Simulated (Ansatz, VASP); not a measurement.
## Ca: VASP beside Ansatz

```
CELL_PARAMETERS angstrom
3.86060 0.00000 0.00000
-1.93030 3.34338 0.00000
0.00000 0.00000 6.61780
ATOMIC_POSITIONS crystal
Ca 0.33333 0.66667 0.25000
Ca 0.66667 0.33333 0.75000
```

Change from the starting cell: strain -0.030 along x and y, +0.015 along z, atoms carried along.

Alike in both runs: task single point; functional LDA; k mesh 15 × 15 × 8; occupations gaussian, width 0.15 eV; no spin polarisation.

```csv
,VASP,Ansatz
version,VASP 6.6.1,Ansatz 0.2.0
potentials or method,"VASP PAW LDA potentials, release 64 (Ca_sv), cutoff 520 eV","scalar-relativistic, plane waves, PAW"
valence electrons in the cell,20,20
```

```tsv
	VASP	Ansatz	Ansatz less VASP
gap on the k mesh at the Fermi level (eV)	none	none	-
pressure (GPa)	-1.8	-1.8	0.00
traceless stress, the component that is largest in VASP (GPa)	-0.78	-0.78	+0.001
```

LDA's correlation is that of Perdew and Zunger in VASP and of Perdew and Wang (1992) in Ansatz. A gap of «none» marks a metal or a gap that the smearing closes.
